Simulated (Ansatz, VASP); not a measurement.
AlGa2 in VASP and in Ansatz

```
CELL_PARAMETERS angstrom
2.98298 0.00000 0.00000
-1.49149 2.58334 0.00000
0.00000 0.00000 14.09335
ATOMIC_POSITIONS crystal
Al 0.66667 0.33333 0.33579
Al 0.66667 0.33333 0.66421
Ga 0.00000 0.00000 0.82785
Ga 0.66667 0.33333 0.00000
Ga 0.00000 0.00000 0.17215
Ga 0.00000 0.00000 0.50000
```

Alike in both runs: task single point; functional PBE; k mesh 12 × 12 × 4; occupations gaussian, width 0.1 eV; no spin polarisation.

|  | VASP | Ansatz |
| --- | --- | --- |
| version | VASP 6.6.1 | Ansatz 0.2.0 |
| potentials or method | VASP PAW PBE potentials, release 64 (Al, Ga_d), cutoff 520 eV | scalar-relativistic, plane waves, PAW |
| valence electrons in the cell | 58 | 58 |

|  | VASP | Ansatz | Ansatz less VASP |
| --- | --- | --- | --- |
| gap on the k mesh at the Fermi level (eV) | none | none | - |
| pressure (GPa) | 0.0 | 0.0 | 0.00 |

A gap of «none» marks a metal or a gap that the smearing closes.
